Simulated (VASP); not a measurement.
Input of a VASP 6.6.1 run:

File INCAR:

```
SYSTEM = Os
ALGO     = Normal         ! electronic algorithm
EDIFF    = 1E-6           ! SCF threshold, eV
ENCUT    = 520            ! plane-wave cutoff, eV
GGA      = PE             ! functional
ISIF     = 2              ! what is computed and relaxed
ISMEAR   = -1             ! smearing method
LASPH    = .TRUE.         ! aspherical terms in the spheres
LCHARG   = .FALSE.        ! write CHGCAR
LREAL    = .FALSE.        ! projectors in reciprocal space
LWAVE    = .FALSE.        ! write WAVECAR
NBANDS   = 15             ! bands
NELM     = 60             ! most SCF steps
PREC     = Accurate       ! precision mode
SIGMA    = 0.1            ! smearing width, eV
```

Contents of KPOINTS:

```
k-points
0
G
  11 11 11
  0 0 0
```

File POSCAR:

```
Os
1.0
    0.0000000000      2.7782605058      2.7782605058
    2.7782605058      0.0000000000      2.7782605058
    2.7782605058      2.7782605058      0.0000000000
Os
2
Direct
    0.1250000000      0.1250000000      0.1250000000
    0.8750000000      0.8750000000      0.8750000000
```

Potentials or basis: VASP PAW PBE potentials, release 64 (Os).

The run is started by

```bash
$ cat potpaw_PBE.64/Os/POTCAR > POTCAR
$ mpirun -np 1 vasp_std > vasp.out
```

Question: What does it give for the pressure?

Answer: -1.1 GPa.

Question: Estimate the band gap on the k mesh.

Answer: Zero (band 8 reaches 4.82 eV, above the bottom of band 9 at 3.81 eV).

Caveat: spin-orbit coupling is left out, which moves the levels of the heavy elements.
